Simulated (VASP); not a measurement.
# BiTe (Cm) in VASP: a series of runs

BiTe is run at these levels: PBEsol; tasks: single point.

Program: VASP 6.6.1. These are calculated values, not measurements. Logs are shortened: lines on timing, memory, paths and dates and some standing lists are left out, and cuts for length are marked.

## Step 1: The cell of the first run

The structure is monoclinic, space group Cm (No. 8). The conventional cell has a = 7.200 Å, b = 4.845 Å, c = 4.339 Å, α = 90.00°, β = 117.00°, γ = 90.00°. Bi (site symmetry m) has 6 Te at 3.16 to 3.34 Å within 4.2 Å. Within 4.2 Å of Te (site symmetry m) lie 6 Bi at 3.16 to 3.34 Å.

## Step 2: Single point, PBEsol

Input file INCAR:

```
SYSTEM = BiTe
ALGO = Normal
EDIFF = 1E-7
ENCUT = 520
GGA = PS
ISIF = 2
ISMEAR = 0
LASPH = .True.
LCHARG = .True.
LELF = .True.
LREAL = .False.
LVHAR = .True.
LWAVE = .False.
NBANDS = 18
NELM = 100
PREC = Accurate
SIGMA = 0.15
```

Input file KPOINTS:

```
k-points
0
Gamma
  12 12 12
  0 0 0
```

Input file POSCAR:

```
BiTe
1.0
    2.4227077728      1.3987509848      3.3172919545
   -2.4227077728      1.3987509848      3.3172919545
    0.0000000000     -2.7975019696      3.3172919545
Bi Te
1 1
Direct
    0.5000000000      0.5000000000      0.5000000000
   -0.0134522294     -0.0134522294      0.0134522294
```

Potentials or basis: VASP PAW PBE potentials, release 64 (Bi_d, Te).

Command:

```
$ cat potpaw_PBE.64/Bi_d/POTCAR potpaw_PBE.64/Te/POTCAR > POTCAR
$ mpirun -np 1 vasp_std > vasp.out
```

OUTCAR:

```text
SYSTEM = BiTe
   EDIFF = 1E-7
   ENCUT = 520
   GGA = PS
   ISIF = 2
   ISMEAR = 0
   LASPH = .True.
   LREAL = .False.
   NELM = 100
   PREC = Accurate

 ion  position               nearest neighbor table
   1  0.500  0.500  0.500-   2 3.16   2 3.24   2 3.24   2 3.26   2 3.26   2 3.34
   2  0.987  0.987  0.013-   1 3.16   1 3.24   1 3.24   1 3.26   1 3.26   1 3.34

  LATTYP: Found a trigonal (rhomboedric) cell.
 ALAT       =     4.3394058558
 COS(alpha) =     0.3765932224

  Lattice vectors:

 A1 = (   2.4227077728,   1.3987509848,   3.3172919545)
 A2 = (  -2.4227077728,   1.3987509848,   3.3172919545)
 A3 = (   0.0000000000,  -2.7975019696,   3.3172919545)

Analysis of symmetry for initial positions (statically):
=====================================================================
 Subroutine PRICEL returns:
 Original cell was already a primitive cell.

 Routine SETGRP: Setting up the symmetry group for a
 trigonal (rhombohedral) supercell.

 Subroutine GETGRP returns: Found  2 space group operations
 (whereof  2 operations were pure point group operations)
 out of a pool of 12 trial point group operations.

The static configuration has the point symmetry C_1h.

Analysis of symmetry for dynamics (positions and initial velocities):
=====================================================================
 Subroutine PRICEL returns:
 Original cell was already a primitive cell.

 Routine SETGRP: Setting up the symmetry group for a
 trigonal (rhombohedral) supercell.

 Subroutine GETGRP returns: Found  2 space group operations
 (whereof  2 operations were pure point group operations)
 out of a pool of 12 trial point group operations.

The dynamic configuration has the point symmetry C_1h.

 Subroutine INISYM returns: Found  2 space group operations
 (whereof  2 operations are pure point group operations),
 and found     1 'primitive' translations

----------------------------------------------------------------------------------------

                                     Primitive cell

  volume of cell :      67.4491

  direct lattice vectors                    reciprocal lattice vectors
     2.422707773  1.398750985  3.317291954     0.206380648  0.119153923  0.100483568
    -2.422707773  1.398750985  3.317291954    -0.206380648  0.119153923  0.100483568
     0.000000000 -2.797501970  3.317291954     0.000000000 -0.238307845  0.100483568

  length of vectors
     4.339405856  4.339405856  4.339405856     0.258626326  0.258626326  0.258626326

  position of ions in fractional coordinates (direct lattice)
     0.500000000  0.500000000  0.500000000
     0.986547771  0.986547771  0.013452229

  ion indices of the primitive-cell ions
   primitive index   ion index
                 1           1
                 2           2

----------------------------------------------------------------------------------------

 KPOINTS: k-points

Automatic generation of k-mesh.
 Grid dimensions read from file:
 generate k-points for:   12   12   12

 Generating k-lattice:

  Cartesian coordinates                     Fractional coordinates (reciprocal lattice)
     0.017198387  0.009929494  0.008373631     0.083333333 -0.000000000  0.000000000
    -0.017198387  0.009929494  0.008373631    -0.000000000  0.083333333  0.000000000
     0.000000000 -0.019858987  0.008373631     0.000000000  0.000000000  0.083333333

  Length of vectors
     0.021552194  0.021552194  0.021552194

  Shift w.r.t. Gamma in fractional coordinates (k-lattice)
     0.000000000  0.000000000  0.000000000

 Subroutine IBZKPT returns following result:
 ===========================================

 Found    476 irreducible k-points:

 Following reciprocal coordinates:
            Coordinates               Weight
  0.000000  0.000000  0.000000      1.000000
  0.083333 -0.000000  0.000000      4.000000
  0.000000  0.000000  0.083333      2.000000
  0.166667 -0.000000  0.000000      4.000000
  0.000000  0.000000  0.166667      2.000000
  0.250000 -0.000000  0.000000      4.000000
[... 16 lines left out ...]
 -0.333333  0.000000 -0.083333      4.000000
  0.083333 -0.000000  0.333333      4.000000
 [... further k-points ...]
   k-points           NKPTS =    476   k-points in BZ     NKDIM =    476   number of bands    NBANDS=     18
   number of dos      NEDOS =    301   number of ions     NIONS =      2
   total plane-waves  NPLWV =  32768
   dimension x,y,z NGX =    32 NGY =   32 NGZ =   32
   dimension x,y,z NGXF=    64 NGYF=   64 NGZF=   64
   ions per type =               1   1
   NGX,Y,Z   is equivalent  to a cutoff of  12.26, 12.26, 12.26 a.u.
   NGXF,Y,Z  is equivalent  to a cutoff of  24.52, 24.52, 24.52 a.u.
 SYSTEM =  BiTe
   PREC   = accura    normal or accurate (medium, high low for compatibility)
   ISTART =      0    job   : 0-new  1-cont  2-samecut
   ICHARG =      2    charge: 1-file 2-atom 10-const
   ISPIN  =      1    spin polarized calculation?
   LNONCOLLINEAR =      F non collinear calculations
   LSORBIT =      F    spin-orbit coupling
   LASPH  =      T    aspherical Exc in radial PAW
   ENCUT  =  520.0 eV  38.22 Ry    6.18 a.u.   8.07  8.07  8.07*2*pi/ulx,y,z
   NELM   =    100;   NELMIN=  2; NELMDL= -5     # of ELM steps
   EDIFF  = 0.1E-06   stopping-criterion for ELM
   LREAL  =      F    real-space projection
   EDIFFG = 0.1E-05   stopping-criterion for IOM
   NSW    =      0    number of steps for IOM
   IBRION =     -1    ionic relax: 0-MD 1-quasi-New 2-CG
   NFREE  =      0    steps in history (QN), initial steepest desc. (CG)
   ISIF   =      2    stress and relaxation
   ISYM   =      2    0-nonsym 1-usesym 2-fastsym
   POTIM  = 0.5000    time-step for ionic-motion
   TEBEG  =    0.0;   TEEND  =   0.0 temperature during run
   PSTRESS=    0.0 pullay stress
   NELECT =      21.0000    total number of electrons
   NUPDOWN=      -1.0000    fix difference up-down
   EMIN   =  10.00;   EMAX   =-10.00  energy-range for DOS
   EFERMI =   0.00;   METHOD = LEGACY
   ISMEAR =     0;   SIGMA  =   0.15  broadening in eV -4-tet -1-fermi 0-gaus
   EFERMI_NEDOS =   21; number of points for ismear=-14 and -15
   IALGO  =     38    algorithm
   IMIX   =      4    mixing-type and parameters
     AMIX     =   0.40;   BMIX     =  1.00
     AMIX_MAG =   1.60;   BMIX_MAG =  1.00
  volume/ion in A,a.u.               =      33.72       227.58
  Fermi-wavevector in a.u.,A,eV,Ry     =   1.109573  2.096789 16.750837  1.231152
  Thomas-Fermi vector in A             =   2.246114
   LORBIT       =      0    0 simple, 1 ext, 2 COOP (PROOUT), +10 PAW based schemes
   GGA     = PS    functional components
   LHFCALC =     F    Hartree Fock is set to
   AEXX    =    0.0000 exact exchange contribution
   IVDW    =     0    specifies the selected vdW correction
   LEPSILON=     F    determine dielectric tensor
   LRPA    =     F    only Hartree local field effects (RPA)
 non-spin polarized calculation
 Gauss-broadening in eV      SIGMA  =   0.15
  energy-cutoff  :      520.00
  volume of cell :       67.45
 maximum number of plane-waves:      1832
   NGX = 17   NGY = 17   NGZ = 17

 number of electron      20.9999996 magnetization

 Free energy of the ion-electron system (eV)
  ---------------------------------------------------
  ext. energy  EPLUGINS =         0.00000000
  ---------------------------------------------------
  free energy    TOTEN  =        -7.98203167 eV

  energy without entropy =       -7.96725236  energy(sigma->0) =       -7.97464201

 E-fermi :   6.5177     XC(G=0):  -9.6308

 val. band max:        6.5165487897   @ k =  -0.4167   0.1667  -0.0000
 cond. band min:       6.5182494727   @ k =  -0.3333  -0.1667  -0.3333
 fundamental gap:      0.0017006829
 Fermi energy:         6.5176718780

 k-point     1 :       0.0000    0.0000    0.0000
  band No.  band energies     occupation
      1     -16.6178      2.00000
      2     -16.6177      2.00000
      3     -16.6089      2.00000
      4     -16.6067      2.00000
      5     -16.5930      2.00000
      6      -6.9900      2.00000
[... 10 lines left out ...]
     17      13.1443      0.00000
     18      13.3583      0.00000

 k-point     2 :       0.0833   -0.0000    0.0000
  band No.  band energies     occupation
      1     -16.6177      2.00000
      2     -16.6176      2.00000
      3     -16.6090      2.00000
      4     -16.6064      2.00000
      5     -16.5929      2.00000
      6      -6.9308      2.00000
[... 10 lines left out ...]
     17      13.0703      0.00000
     18      13.6745      0.00000

 k-point     3 :       0.0000    0.0000    0.0833
  band No.  band energies     occupation
      1     -16.6178      2.00000
      2     -16.6176      2.00000
      3     -16.6084      2.00000
      4     -16.6071      2.00000
      5     -16.5928      2.00000
      6      -6.9309      2.00000
[... 10 lines left out ...]
     17      13.0731      0.00000
     18      13.6604      0.00000

 k-point     4 :       0.1667   -0.0000    0.0000
  band No.  band energies     occupation
      1     -16.6178      2.00000
      2     -16.6172      2.00000
      3     -16.6096      2.00000
      4     -16.6053      2.00000
      5     -16.5925      2.00000
      6      -6.7542      2.00000
[... 10 lines left out ...]
     17      13.9562      0.00000
     18      14.4467      0.00000

 k-point     5 :       0.0000    0.0000    0.1667
  band No.  band energies     occupation
      1     -16.6180      2.00000
      2     -16.6171      2.00000
      3     -16.6082      2.00000
      4     -16.6069      2.00000
      5     -16.5923      2.00000
      6      -6.7546      2.00000
[... 10 lines left out ...]
     17      13.9519      0.00000
     18      14.4275      0.00000

 k-point     6 :       0.2500   -0.0000    0.0000
  band No.  band energies     occupation
      1     -16.6180      2.00000
      2     -16.6169      2.00000
      3     -16.6104      2.00000
      4     -16.6037      2.00000
      5     -16.5916      2.00000
      6      -6.4635      2.00000
[... 10 lines left out ...]
     17      14.8866      0.00000
     18      15.5630      0.00000

 k-point     7 :       0.0000    0.0000    0.2500
  band No.  band energies     occupation
      1     -16.6184      2.00000
      2     -16.6165      2.00000
      3     -16.6095      2.00000
      4     -16.6051      2.00000
      5     -16.5912      2.00000
      6      -6.4645      2.00000
[... 10 lines left out ...]
     17      14.8800      0.00000
     18      15.5461      0.00000

 k-point     8 :       0.3333   -0.0000    0.0000
  band No.  band energies     occupation
      1     -16.6186      2.00000
      2     -16.6170      2.00000
      3     -16.6109      2.00000
      4     -16.6023      2.00000
      5     -16.5903      2.00000
      6      -6.0654      2.00000
[... 10 lines left out ...]
     17      15.2287      0.00000
     18      16.1838      0.00000
[... 229 lines left out ...]
     17      14.1403      0.00000
     18      14.9360      0.00000

 k-point    20 :      -0.2500    0.0000   -0.0833
  band No.  band energies     occupation
      1     -16.6182      2.00000
      2     -16.6173      2.00000
      3     -16.6099      2.00000
      4     -16.6032      2.00000
      5     -16.5919      2.00000
      6      -6.5098      2.00000
[... 10 lines left out ...]
     17      14.1361      0.00000
     18      14.9335      0.00000

 k-point    21 :       0.0833   -0.0000    0.2500
  band No.  band energies     occupation
      1     -16.6186      2.00000
      2     -16.6167      2.00000
      3     -16.6092      2.00000
      4     -16.6045      2.00000
      5     -16.5915      2.00000
      6      -6.5105      2.00000
[... 10 lines left out ...]
     17      14.1339      0.00000
     18      14.9258      0.00000

 k-point    22 :       0.3333    0.0833    0.0000
  band No.  band energies     occupation
      1     -16.6197      2.00000
      2     -16.6164      2.00000
      3     -16.6104      2.00000
      4     -16.6017      2.00000
      5     -16.5906      2.00000
      6      -6.1457      2.00000
[... 10 lines left out ...]
     17      14.9917      0.00000
     18      16.0488      0.00000

 k-point    23 :      -0.3333    0.0000   -0.0833
  band No.  band energies     occupation
      1     -16.6185      2.00000
      2     -16.6176      2.00000
      3     -16.6105      2.00000
      4     -16.6017      2.00000
      5     -16.5906      2.00000
      6      -6.1471      2.00000
[... 10 lines left out ...]
     17      14.9909      0.00000
     18      16.0466      0.00000

 k-point    24 :       0.0833   -0.0000    0.3333
  band No.  band energies     occupation
      1     -16.6189      2.00000
      2     -16.6166      2.00000
      3     -16.6103      2.00000
      4     -16.6031      2.00000
      5     -16.5900      2.00000
      6      -6.1488      2.00000
[... 10 lines left out ...]
     17      14.9916      0.00000
     18      16.0461      0.00000

 [... further k-points ...]
[... 5 lines left out ...]
  --------------------------------------------------------------------------------------
  -------------------------------------------------------------------------------------
  Total       -1.0703667     -0.9994978     -0.9640522      0.0000000      0.0349976      0.0000000
  in kB      -25.4253414    -23.7419309    -22.8999622      0.0000000      0.8313275      0.0000000
  external PRESSURE =     -24.0224115 kB  Pullay stress =       0.0000000 kB

 VOLUME and BASIS-vectors are now :
 -----------------------------------------------------------------------------
  energy-cutoff  :      520.00
  volume of cell :       67.45
      direct lattice vectors                 reciprocal lattice vectors
     2.422707773  1.398750985  3.317291954     0.206380648  0.119153923  0.100483568
    -2.422707773  1.398750985  3.317291954    -0.206380648  0.119153923  0.100483568
     0.000000000 -2.797501970  3.317291954     0.000000000 -0.238307845  0.100483568

 POSITION                                       TOTAL-FORCE (eV/Angst)
 -----------------------------------------------------------------------------------
      0.00000      0.00000      4.97594         0.000000     -0.153246     -0.050348
      0.00000      2.72224      6.58996         0.000000      0.153246      0.050348
 -----------------------------------------------------------------------------------
    total drift:                               -0.000000     -0.000060     -0.000090

  FREE ENERGIE OF THE ION-ELECTRON SYSTEM (eV)
  ---------------------------------------------------
  free  energy   TOTEN  =        -7.9820316664 eV

  energy  without entropy=       -7.9672523610  energy(sigma->0) =       -7.97464201
```

Run time: 7.1 min. Hardware: 1 thread of Intel Xeon 8259CL, shared host; peak memory 0.64 GiB.

Results:

```
Free energy   : -7.9820 eV
Pressure      : -2.4 GPa
Largest force : 0.161 eV/Å
```

Forces in eV/Å, atoms in the order of the input:
```
Bi   0.000 -0.153 -0.050
Te   0.000  0.153  0.050
```

Levels at points of the mesh, in eV from the Fermi level:
```
           k point  band 6  band 7  band 8  band 9  band 10  band 11  band 12  band 13  band 14  band 15
(0.00, 0.00, 0.00)  -13.51   -8.29   -2.92   -2.90    -1.60     1.86     2.44     2.49     4.05     4.08
(0.50, 0.00, 0.00)  -11.65  -11.31   -1.91   -1.85    -1.09    -0.91    -0.56     0.30     6.61     6.83
(0.00, 0.00, 0.50)  -11.67  -11.29   -1.85   -1.85    -1.13    -0.92    -0.62     0.35     6.61     6.83
(0.50, 0.50, 0.00)  -11.70  -10.02   -5.60   -4.49    -3.30     2.35     3.06     3.58     4.59     8.21
(0.50, 0.00, 0.50)  -11.72   -9.98   -5.62   -4.49    -3.30     2.24     3.12     3.63     4.57     8.21
(0.50, 0.50, 0.50)  -11.28  -10.93   -2.42   -2.36    -2.27    -1.56    -1.26    -1.20     7.88     8.51
```

Caveat: the cell differs from its parent crystal (all Te atoms moved +0.087 Å, as atom 2 towards its neighbour atom 1 (Bi) at 3.252 Å); the PAW data sets were made with another functional, which shifts forces and pressure a little; spin-orbit coupling is left out, which moves the levels of the heavy elements.

## Step 3: Single point, PBEsol

Input file INCAR:

```
SYSTEM = BiTe
PREC = Accurate ; ENCUT = 520
EDIFF = 1E-7 ; ISMEAR = 0
SIGMA = 0.15 ; LREAL = .False.
LASPH = .True. ; NELM = 60
ALGO = Normal ; ISIF = 2
LWAVE = .False. ; LCHARG = .False.
GGA = PS ; NBANDS = 18
```

Input file KPOINTS:

```
Automatic mesh
0
Gamma
  12 12 12
  0 0 0
```

Changes to POSCAR since step 2:

```diff
@@ -9,2 +9,2 @@
     0.5000000000      0.5000000000      0.5000000000
-   -0.0134522294     -0.0134522294      0.0134522294
+   -0.0096087353     -0.0096087353      0.0096087353
```

Potentials or basis: VASP PAW PBE potentials, release 64 (Bi_d, Te).

Command:

```
$ cat potpaw_PBE.64/Bi_d/POTCAR potpaw_PBE.64/Te/POTCAR > POTCAR
$ mpirun -np 1 vasp_std > vasp.out
```

OUTCAR:

```text
SYSTEM = BiTe
   PREC = Accurate
   ENCUT = 520
   EDIFF = 1E-7
   ISMEAR = 0
   LREAL = .False.
   LASPH = .True.
   NELM = 60
   ISIF = 2
   GGA = PS

 ion  position               nearest neighbor table
   1  0.500  0.500  0.500-   2 3.19   2 3.25   2 3.25   2 3.26   2 3.26   2 3.31
   2  0.990  0.990  0.010-   1 3.19   1 3.25   1 3.25   1 3.26   1 3.26   1 3.31

  LATTYP: Found a trigonal (rhomboedric) cell.
 ALAT       =     4.3394058558
 COS(alpha) =     0.3765932224

  Lattice vectors:

 A1 = (   2.4227077728,   1.3987509848,   3.3172919545)
 A2 = (  -2.4227077728,   1.3987509848,   3.3172919545)
[... 672 lines left out ...]
      5     -16.5918      2.00000
      6      -6.1430      2.00000
[... 10 lines left out ...]
     17      14.9894      0.00000
     18      16.0437      0.00000

 [... further k-points ...]
[... 5 lines left out ...]
  --------------------------------------------------------------------------------------
  -------------------------------------------------------------------------------------
  Total       -1.0855618     -1.0495061     -0.9775057      0.0000000      0.0179583      0.0000000
  in kB      -25.7862832    -24.9298209    -23.2195346      0.0000000      0.4265786      0.0000000
  external PRESSURE =     -24.6452129 kB  Pullay stress =       0.0000000 kB

 VOLUME and BASIS-vectors are now :
 -----------------------------------------------------------------------------
  energy-cutoff  :      520.00
  volume of cell :       67.45
      direct lattice vectors                 reciprocal lattice vectors
     2.422707773  1.398750985  3.317291954     0.206380648  0.119153923  0.100483568
    -2.422707773  1.398750985  3.317291954    -0.206380648  0.119153923  0.100483568
     0.000000000 -2.797501970  3.317291954     0.000000000 -0.238307845  0.100483568

 POSITION                                       TOTAL-FORCE (eV/Angst)
 -----------------------------------------------------------------------------------
      0.00000      0.00000      4.97594         0.000000     -0.107967     -0.035173
      0.00000      2.74374      6.60271         0.000000      0.107967      0.035173
 -----------------------------------------------------------------------------------
    total drift:                               -0.000000     -0.000040     -0.000042

  FREE ENERGIE OF THE ION-ELECTRON SYSTEM (eV)
  ---------------------------------------------------
  free  energy   TOTEN  =        -7.9853800902 eV

  energy  without entropy=       -7.9706583846  energy(sigma->0) =       -7.97801924
```

It took 7.3 min on 1 thread of Intel Xeon 8259CL, shared host; peak memory 0.64 GiB.

Results:

```yaml
Free_energy: -7.9854 eV
Pressure: -2.5 GPa
Largest_force: 0.114 eV/Å
```

Forces on the atoms (eV/Å):
```
Bi   0.000 -0.108 -0.035
Te   0.000  0.108  0.035
```

Caveat: the cell differs from its parent crystal (all Te atoms moved +0.062 Å, as atom 2 towards its neighbour atom 1 (Bi) at 3.252 Å); the PAW data sets were made with another functional, which shifts forces and pressure a little; spin-orbit coupling is left out, which moves the levels of the heavy elements.
